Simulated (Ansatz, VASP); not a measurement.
**Ti: VASP beside Ansatz**

The input INCAR:

```
PREC = Accurate
ENCUT = 520
EDIFF = 1E-6
ISMEAR = -1
SIGMA = 0.1
LREAL = F
LASPH = T
NELM = 80
ALGO = Normal
ISIF = 2
LWAVE = F
LCHARG = T
GGA = PE
LELF = T
LVHAR = T
NBANDS = 32
```

KPOINTS

```
regular mesh
0
Gamma
  14 14 4
```

Contents of POSCAR:

```
Ti
1.0
    3.0105656124      0.0000000000      0.0000000000
   -1.5052828062      2.6072263001      0.0000000000
    0.0000000000      0.0000000000      9.6319585999
Ti
4
Direct
    1.0000000000      1.0000000000      0.0000000000
    1.0000000000      1.0000000000      0.5000000000
    0.3333333333      0.6666666667      0.2500000000
    0.6666666667      0.3333333333      0.7500000000
```

Input for Ansatz:

```yaml
crystal:
  lattice:
    - [3.0105656124, 0.0, 0.0]
    - [-1.5052828062, 2.6072263001, 0.0]
    - [0.0, 0.0, 9.6319585999]
  atoms:
    - { symbol: Ti, position: [1.0, 1.0, 0.0] }
    - { symbol: Ti, position: [1.0, 1.0, 0.5] }
    - { symbol: Ti, position: [0.3333333333, 0.6666666667, 0.25] }
    - { symbol: Ti, position: [0.6666666667, 0.3333333333, 0.75] }
hamiltonian:
  xc: pbe
  pseudopotentials:
    kind: paw
    azcp:
      Ti: "pseudopotentials/Ti.paw.azcp"
basis:
  ecutwfc: 420
  fft_grid_basis: typed
kpoints:
  mp_grid: { grid: [14, 14, 4], shift: [0, 0, 0] }
magnetization:
  spin_polarized: false
scf:
  occupations: { method: fermi_dirac, width: 0.1 }
  lower_state_search: "off"
output:
  stress: true
```

Alike in both runs: task single point; functional PBE; k mesh 14 × 14 × 4; occupations fermi-dirac, width 0.1 eV; no spin polarisation.

|  | VASP | Ansatz |
| --- | --- | --- |
| version | VASP 6.6.1 | Ansatz 0.2.0 |
| potentials or method | VASP PAW PBE potentials, release 64 (Ti_sv), cutoff 520 eV | plane waves (420 eV) with PAW, scalar-relativistic |
| valence electrons in the cell | 48 | 48 |

|  | VASP | Ansatz | Ansatz less VASP |
| --- | --- | --- | --- |
| pressure (GPa) | -7.5 | -7.3 | +0.15 |

With one functional, cell and mesh, what is left measures potentials, basis and numerics.
